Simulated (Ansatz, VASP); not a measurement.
**Two plane-wave programs on TaN**

```
Ta N
1.0
     0.00000    2.17384    2.17384
     2.17384    0.00000    2.17384
     2.17384    2.17384    0.00000
Ta N
1 1
Direct
  0.50000 0.50869 0.50000
  0.00000 0.88776 0.00000
```

Change from the starting cell: mode 4 frozen in at -0.244 Å and mode 6 at -0.244 Å (largest displacements).

Alike in both runs: task single point; functional LDA; k mesh 18 × 18 × 18; occupations gaussian, width 0.15 eV; no spin polarisation.

|  | VASP | Ansatz |
| --- | --- | --- |
| version | VASP 6.6.1 | Ansatz 0.2.0 |
| potentials or method | VASP PAW LDA potentials, release 64 (Ta_pv, N), cutoff 520 eV | scalar-relativistic, plane waves, PAW |
| valence electrons in the cell | 16 | 18 |

Ansatz gave:

```
gap on the k mesh at the Fermi level (eV)                     : none
pressure (GPa)                                                : 25.0
traceless stress, the component that is largest in VASP (GPa) : -24.76
rms of the force components (eV/Å)                            : 2.583
```

Estimate VASP's values.

gap on the k mesh at the Fermi level (eV): none; pressure (GPa): 27.6; traceless stress, the component that is largest in VASP (GPa): -25.26; rms of the force components (eV/Å): 2.636.

Ansatz warns that its potentials were made for another functional, while VASP's fit it. LDA's correlation is that of Perdew and Zunger in VASP and of Perdew and Wang (1992) in Ansatz. Atom by atom the forces differ by 0.053 eV/Å (rms over components). A gap of «none» marks a metal or a gap that the smearing closes. VASP's potentials hold 16 valence electrons a cell and Ansatz's 18, so a difference there can come from the potentials and not from the codes.

Spin-orbit coupling is off throughout.
